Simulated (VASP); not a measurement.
# Mo (Im-3m) in VASP: notebook

Runs on Mo. Level: PBE+D3(BJ). Tasks: single point, relaxation of cell and atoms.

Everything below comes from runs of VASP 6.6.1. Logs are shortened: lines on timing, memory, paths and dates and some standing lists are left out, and cuts for length are marked.

### 1 The cell of the first run

The structure is cubic, space group Im-3m (No. 229). Conventional cell: a = 3.147 Å, b = 3.147 Å, c = 3.147 Å, α = 90.00°, β = 90.00°, γ = 90.00°. Within 3.6 Å of Mo (site symmetry m-3m) lie 14 Mo at 2.73 to 3.15 Å.

### 2 Single point, PBE+D3(BJ)

INCAR reads:

```
PREC     = Accurate       # precision mode
ENCUT    = 520            # plane-wave cutoff, eV
EDIFF    = 1E-6           # SCF threshold, eV
ISMEAR   = 0              # smearing method
SIGMA    = 0.1            # smearing width, eV
LREAL    = False          # projectors in reciprocal space
LASPH    = True           # aspherical terms in the spheres
NELM     = 100            # most SCF steps
ALGO     = Normal         # electronic algorithm
ISIF     = 2              # what is computed and relaxed
LWAVE    = False          # write WAVECAR
LCHARG   = False          # write CHGCAR
GGA      = PE             # functional
IVDW     = 12             # dispersion correction
NBANDS   = 13             # bands
```

KPOINTS reads:

```
regular mesh
0
Gamma
  8 8 8
```

POSCAR reads:

```
Mo
1.0
   -1.5734150000      1.5734150000      1.5734150000
    1.5734150000     -1.5734150000      1.5734150000
    1.5734150000      1.5734150000     -1.5734150000
Mo
1
Direct
    0.0000000000      0.0000000000      0.0000000000
```

Potentials or basis: VASP PAW PBE potentials, release 64 (Mo_sv).

On the command line:

```
cat potpaw_PBE.64/Mo_sv/POTCAR > POTCAR
mpirun -np 1 vasp_std > vasp.out
```

OUTCAR:

```text
PREC = Accurate
   ENCUT = 520
   EDIFF = 1E-6
   ISMEAR = 0
   LREAL = False
   LASPH = True
   NELM = 100
   ISIF = 2
   GGA = PE
   IVDW = 12
 IVDW          = 12

 ion  position               nearest neighbor table
   1  0.000  0.000  0.000-

  LATTYP: Found a body centered cubic cell.
 ALAT       =     3.1468300000

  Lattice vectors:

 A1 = (  -1.5734150000,   1.5734150000,   1.5734150000)
 A2 = (   1.5734150000,  -1.5734150000,   1.5734150000)
 A3 = (   1.5734150000,   1.5734150000,  -1.5734150000)

Analysis of symmetry for initial positions (statically):
=====================================================================
 Subroutine PRICEL returns:
 Original cell was already a primitive cell.

 Routine SETGRP: Setting up the symmetry group for a
 body centered cubic supercell.

 Subroutine GETGRP returns: Found 48 space group operations
 (whereof 48 operations were pure point group operations)
 out of a pool of 48 trial point group operations.

The static configuration has the point symmetry O_h .

Analysis of symmetry for dynamics (positions and initial velocities):
=====================================================================
 Subroutine PRICEL returns:
 Original cell was already a primitive cell.

 Routine SETGRP: Setting up the symmetry group for a
 body centered cubic supercell.

 Subroutine GETGRP returns: Found 48 space group operations
 (whereof 48 operations were pure point group operations)
 out of a pool of 48 trial point group operations.

The dynamic configuration has the point symmetry O_h .

 Subroutine INISYM returns: Found 48 space group operations
 (whereof 48 operations are pure point group operations),
 and found     1 'primitive' translations

----------------------------------------------------------------------------------------

                                     Primitive cell

  volume of cell :      15.5808

  direct lattice vectors                    reciprocal lattice vectors
    -1.573415000  1.573415000  1.573415000     0.000000000  0.317780115  0.317780115
     1.573415000 -1.573415000  1.573415000     0.317780115  0.000000000  0.317780115
     1.573415000  1.573415000 -1.573415000     0.317780115  0.317780115  0.000000000

  length of vectors
     2.725234721  2.725234721  2.725234721     0.449408949  0.449408949  0.449408949

  position of ions in fractional coordinates (direct lattice)
     0.000000000  0.000000000  0.000000000

  ion indices of the primitive-cell ions
   primitive index   ion index
                 1           1

----------------------------------------------------------------------------------------

 KPOINTS: regular mesh

Automatic generation of k-mesh.
 Grid dimensions read from file:
 generate k-points for:    8    8    8

 Generating k-lattice:

  Cartesian coordinates                     Fractional coordinates (reciprocal lattice)
     0.000000000  0.039722514  0.039722514     0.125000000  0.000000000  0.000000000
     0.039722514  0.000000000  0.039722514     0.000000000  0.125000000  0.000000000
     0.039722514  0.039722514  0.000000000     0.000000000  0.000000000  0.125000000

  Length of vectors
     0.056176119  0.056176119  0.056176119

  Shift w.r.t. Gamma in fractional coordinates (k-lattice)
     0.000000000  0.000000000  0.000000000

 Subroutine IBZKPT returns following result:
 ===========================================

 Found     29 irreducible k-points:

 Following reciprocal coordinates:
            Coordinates               Weight
  0.000000  0.000000  0.000000      1.000000
  0.125000  0.000000  0.000000     12.000000
  0.250000  0.000000  0.000000     12.000000
  0.375000  0.000000  0.000000     12.000000
  0.500000  0.000000  0.000000      6.000000
  0.125000  0.125000  0.000000     24.000000
[... 16 lines left out ...]
 -0.250000  0.250000  0.250000      6.000000
 -0.375000  0.375000  0.250000     24.000000
 [... further k-points ...]
   k-points           NKPTS =     29   k-points in BZ     NKDIM =     29   number of bands    NBANDS=     13
   number of dos      NEDOS =    301   number of ions     NIONS =      1
   total plane-waves  NPLWV =   8000
   dimension x,y,z NGX =    20 NGY =   20 NGZ =   20
   dimension x,y,z NGXF=    40 NGYF=   40 NGZF=   40
   ions per type =               1
   NGX,Y,Z   is equivalent  to a cutoff of  12.20, 12.20, 12.20 a.u.
   NGXF,Y,Z  is equivalent  to a cutoff of  24.40, 24.40, 24.40 a.u.
 SYSTEM =  unknown system
   PREC   = accura    normal or accurate (medium, high low for compatibility)
   ISTART =      0    job   : 0-new  1-cont  2-samecut
   ICHARG =      2    charge: 1-file 2-atom 10-const
   ISPIN  =      1    spin polarized calculation?
   LNONCOLLINEAR =      F non collinear calculations
   LSORBIT =      F    spin-orbit coupling
   LASPH  =      T    aspherical Exc in radial PAW
   ENCUT  =  520.0 eV  38.22 Ry    6.18 a.u.   5.07  5.07  5.07*2*pi/ulx,y,z
   NELM   =    100;   NELMIN=  2; NELMDL= -5     # of ELM steps
   EDIFF  = 0.1E-05   stopping-criterion for ELM
   LREAL  =      F    real-space projection
   EDIFFG = 0.1E-04   stopping-criterion for IOM
   NSW    =      0    number of steps for IOM
   IBRION =     -1    ionic relax: 0-MD 1-quasi-New 2-CG
   NFREE  =      0    steps in history (QN), initial steepest desc. (CG)
   ISIF   =      2    stress and relaxation
   ISYM   =      2    0-nonsym 1-usesym 2-fastsym
   POTIM  = 0.5000    time-step for ionic-motion
   TEBEG  =    0.0;   TEEND  =   0.0 temperature during run
   PSTRESS=    0.0 pullay stress
   NELECT =      14.0000    total number of electrons
   NUPDOWN=      -1.0000    fix difference up-down
   EMIN   =  10.00;   EMAX   =-10.00  energy-range for DOS
   EFERMI =   0.00;   METHOD = LEGACY
   ISMEAR =     0;   SIGMA  =   0.10  broadening in eV -4-tet -1-fermi 0-gaus
   EFERMI_NEDOS =   21; number of points for ismear=-14 and -15
   IALGO  =     38    algorithm
   IMIX   =      4    mixing-type and parameters
     AMIX     =   0.40;   BMIX     =  1.00
     AMIX_MAG =   1.60;   BMIX_MAG =  1.00
  volume/ion in A,a.u.               =      15.58       105.14
  Fermi-wavevector in a.u.,A,eV,Ry     =   1.579747  2.985289 33.954710  2.495601
  Thomas-Fermi vector in A             =   2.680079
   LORBIT       =      0    0 simple, 1 ext, 2 COOP (PROOUT), +10 PAW based schemes
   GGA     = PE    functional components
   LHFCALC =     F    Hartree Fock is set to
   AEXX    =    0.0000 exact exchange contribution
   IVDW    =    12    specifies the selected vdW correction
   LEPSILON=     F    determine dielectric tensor
   LRPA    =     F    only Hartree local field effects (RPA)
 non-spin polarized calculation
 Gauss-broadening in eV      SIGMA  =   0.10
  energy-cutoff  :      520.00
  volume of cell :       15.58
 maximum number of plane-waves:       429
   NGX = 11   NGY = 11   NGZ = 11

 number of electron      14.0000001 magnetization

 Free energy of the ion-electron system (eV)
  ---------------------------------------------------
  ext. energy  EPLUGINS =         0.00000000
  ---------------------------------------------------
  free energy    TOTEN  =       -10.91127437 eV

  energy without entropy =      -10.90681836  energy(sigma->0) =      -10.90904637

 E-fermi :  12.5241     XC(G=0): -13.4101

 val. band max:       12.5069764927   @ k =  -0.2500   0.2500   0.1250
 cond. band min:      12.6550169719   @ k =   0.3750   0.0000   0.0000
 fundamental gap:      0.1480404792
 Fermi energy:        12.5240925572

 k-point     1 :       0.0000    0.0000    0.0000
  band No.  band energies     occupation
      1     -48.6426      2.00000
      2     -21.9009      2.00000
      3     -21.9009      2.00000
      4     -21.9009      2.00000
      5       5.3992      2.00000
      6      11.2717      2.00000
      7      11.2717      2.00000
      8      11.2717      2.00000
      9      14.3098      0.00000
     10      14.3098      0.00000
     11      27.4828      0.00000
     12      27.4828      0.00000
     13      27.4828      0.00000

 k-point     2 :       0.1250    0.0000    0.0000
  band No.  band energies     occupation
      1     -48.6040      2.00000
      2     -22.1209      2.00000
      3     -21.9689      2.00000
      4     -21.9025      2.00000
      5       6.0613      2.00000
      6      10.9060      2.00000
      7      11.1809      2.00000
      8      11.9149      2.00000
      9      13.8729      0.00000
     10      14.3279      0.00000
     11      27.9012      0.00000
     12      28.6233      0.00000
     13      28.6341      0.00000

 k-point     3 :       0.2500    0.0000    0.0000
  band No.  band energies     occupation
      1     -48.5100      2.00000
      2     -22.6323      2.00000
      3     -22.1302      2.00000
      4     -21.9066      2.00000
      5       7.3711      2.00000
      6      10.1336      2.00000
      7      11.0760      2.00000
      8      13.6995      0.00000
      9      13.7782      0.00000
     10      14.4707      0.00000
     11      27.4723      0.00000
     12      28.8672      0.00000
     13      31.6463      0.00000
[... 305 lines left out ...]
 k-point    23 :      -0.2500    0.2500    0.2500
  band No.  band energies     occupation
      1     -48.3966      2.00000
      2     -22.6595      2.00000
      3     -22.3795      2.00000
      4     -22.3795      2.00000
      5       8.8936      2.00000
      6       9.9548      2.00000
      7      12.0175      2.00000
      8      12.0175      2.00000
      9      13.5135      0.00000
     10      16.0930      0.00000
     11      27.8842      0.00000
     12      30.9851      0.00000
     13      31.3331      0.00000

 k-point    24 :      -0.3750    0.3750    0.2500
  band No.  band energies     occupation
      1     -48.3150      2.00000
      2     -22.9511      2.00000
      3     -22.5497      2.00000
      4     -22.4216      2.00000
      5       8.6887      2.00000
      6       9.2611      2.00000
      7      12.0111      2.00000
      8      12.8505      0.00000
      9      15.5392      0.00000
     10      17.6723      0.00000
     11      26.4978      0.00000
     12      28.5401      0.00000
     13      29.5881      0.00000

 [... further k-points ...]

------------------------ aborting loop because EDIFF is reached ----------------------------------------

 Edisp (eV)   -0.71626

 E8    (eV) :    -0.3375

  FORCE on cell =-STRESS in cart. coord.  units (eV):
  Direction    XX          YY          ZZ          XY          YZ          ZX
  --------------------------------------------------------------------------------------
  -------------------------------------------------------------------------------------
  Total      -0.29798    -0.29798    -0.29798     0.00000     0.00000    -0.00000
  in kB     -30.64084   -30.64084   -30.64084     0.00000     0.00000    -0.00000
  external pressure =      -30.64 kB  Pullay stress =        0.00 kB

 VOLUME and BASIS-vectors are now :
 -----------------------------------------------------------------------------
  energy-cutoff  :      520.00
  volume of cell :       15.58
      direct lattice vectors                 reciprocal lattice vectors
    -1.573415000  1.573415000  1.573415000     0.000000000  0.317780115  0.317780115
     1.573415000 -1.573415000  1.573415000     0.317780115  0.000000000  0.317780115
     1.573415000  1.573415000 -1.573415000     0.317780115  0.317780115  0.000000000

 POSITION                                       TOTAL-FORCE (eV/Angst)
 -----------------------------------------------------------------------------------
      0.00000      0.00000      0.00000         0.000000      0.000000      0.000000
 -----------------------------------------------------------------------------------
    total drift:                                0.000000     -0.000000      0.000000

  FREE ENERGIE OF THE ION-ELECTRON SYSTEM (eV)
  ---------------------------------------------------
  free  energy   TOTEN  =       -11.6275374581 eV

  energy  without entropy=      -11.6230814461  energy(sigma->0) =      -11.62530945
```

It took 3.9 s on 1 thread of Intel Xeon Platinum 8375C at 2.90GHz (Ice Lake), shared host; peak memory 0.13 GiB.

Results:

```yaml
Free_energy: -11.6275 eV
Pressure: -3.1 GPa
Band_gap_on_the_k_mesh: zero (band 7 reaches 16.64 eV, above the bottom of band 8 at 11.27 eV)
Dispersion_energy_per_atom: -0.716 eV
```

Levels at points of the mesh, in eV from the Fermi level:
| k point | band 3 | band 4 | band 5 | band 6 | band 7 | band 8 | band 9 | band 10 | band 11 | band 12 |
| --- | --- | --- | --- | --- | --- | --- | --- | --- | --- | --- |
| (0.00, 0.00, 0.00) | -34.42 | -34.42 | -7.12 | -1.25 | -1.25 | -1.25 | 1.79 | 1.79 | 14.96 | 14.96 |
| (0.50, 0.00, 0.00) | -34.88 | -34.44 | -5.22 | -3.30 | 1.76 | 1.82 | 2.45 | 4.88 | 11.81 | 12.09 |
| (0.50, 0.50, 0.50) | -35.40 | -35.40 | -5.34 | -5.34 | 4.12 | 4.12 | 4.12 | 9.21 | 9.21 | 9.21 |

Caveat: pairwise dispersion overbinds metals, which lowers pressure and volume.

### 3 Single point, PBE+D3(BJ)

This run uses another cell than the first one, of 13.54 Å³/atom, 0.869 times its volume.

INCAR reads:

```
SYSTEM = Mo
  PREC = Accurate
  ENCUT = 520
  EDIFF = 1E-6
  ISMEAR = 0
  SIGMA = 0.1
  LREAL = .FALSE.
  LASPH = .TRUE.
  NELM = 60
  ALGO = Normal
  ISIF = 2
  LWAVE = .FALSE.
  LCHARG = .FALSE.
  GGA = PE
  IVDW = 12
  NBANDS = 13
```

KPOINTS reads:

```
regular mesh
0
G
  18 18 18
  0 0 0
```

POSCAR reads:

```
Mo
1.0
   -1.5015406762      1.5015406762      1.5015406762
    1.5015406762     -1.5015406762      1.5015406762
    1.5015406762      1.5015406762     -1.5015406762
Mo
1
Direct
    0.0000000000      0.0000000000      0.0000000000
```

Potentials or basis: VASP PAW PBE potentials, release 64 (Mo_sv).

On the command line:

```
cat potpaw_PBE.64/Mo_sv/POTCAR > POTCAR
mpirun -np 1 vasp_std > vasp.out
```

It took 16 s on 1 thread of Intel Xeon Platinum 8375C at 2.90GHz (Ice Lake), shared host; peak memory 0.16 GiB.

The run converged. Its results:

| Property | Result |
| --- | --- |
| Free energy | -11.4148 eV |
| Pressure | 46.0 GPa |
| Band gap on the k mesh | zero (band 7 reaches 19.90 eV, above the bottom of band 8 at 13.37 eV) |
| Dispersion energy per atom | -0.829 eV |

Levels at points of the mesh, in eV from the Fermi level:
```tsv
k point	band 3	band 4	band 5	band 6	band 7	band 8	band 9	band 10	band 11	band 12
(0.00, 0.00, 0.00)	-34.27	-34.27	-7.69	-1.73	-1.73	-1.73	1.86	1.86	14.95	14.95
(0.50, 0.00, 0.00)	-34.94	-34.29	-6.30	-4.21	1.99	2.26	2.75	5.78	12.17	14.01
(0.50, 0.50, 0.50)	-35.73	-35.73	-6.71	-6.71	4.80	4.80	4.80	10.23	10.23	10.23
```

Caveat: pairwise dispersion overbinds metals, which lowers pressure and volume.

(Part 1 of 2 ends here.)
